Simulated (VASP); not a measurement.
Runs of VASP 6.6.1 on Au. The structure is that of space group Im-3m (No. 229), or close to it. The cells are those of the table. This isn't the form of Au at room conditions, which is fcc.

| task | cell | gap on the mesh (eV) | pressure (GPa) |
| --- | --- | --- | --- |
| relaxation of cell and atoms | relaxed to 10 GPa from a = 2.797 Å, angles 109.5°, 1 atom | none | 9.7 |
| relaxation of cell and atoms | relaxed to 20 GPa from a = 2.797 Å, angles 109.5°, 1 atom | none | 20.0 |
| relaxation of cell and atoms | relaxed from a = 2.797 Å, angles 109.5°, 1 atom | none | 0.0 |
| single point | a = 2.784 Å, angles 109.5°, 1 atom | none | 4.7 |
| single point | a = 2.727 Å, angles 109.5°, 1 atom | none | 19.6 |
| single point | a = 2.809 Å, angles 109.5°, 1 atom | none | (a) |
| single point | a = 2.763 Å, angles 109.5°, 1 atom | none | 9.7 |
| relaxation of cell and atoms | relaxed to 5 GPa from a = 2.797 Å, angles 109.5°, 1 atom | none | 5.0 |

Alike in all rows: level PBEsol; potentials or basis VASP PAW PBE potentials, release 64 (Au); no spin polarisation; k mesh 11 × 11 × 11; cutoff (eV) 500; smearing gaussian 0.05 eV.

Task: Estimate the missing entries.

Result: (a) -0.3.

Caveats: the PAW data sets were made with another functional, which shifts forces and pressure a little; spin-orbit coupling is left out, which moves the levels of the heavy elements; the cell is relaxed towards a set pressure, so the run minimises the enthalpy, not the energy (at least some runs); the cell stands under pressure (at least some runs).

A k mesh can miss the band edges, and the runs leave out spin-orbit coupling on Au.

A gap of «none» marks levels without a gap at the run's occupations.
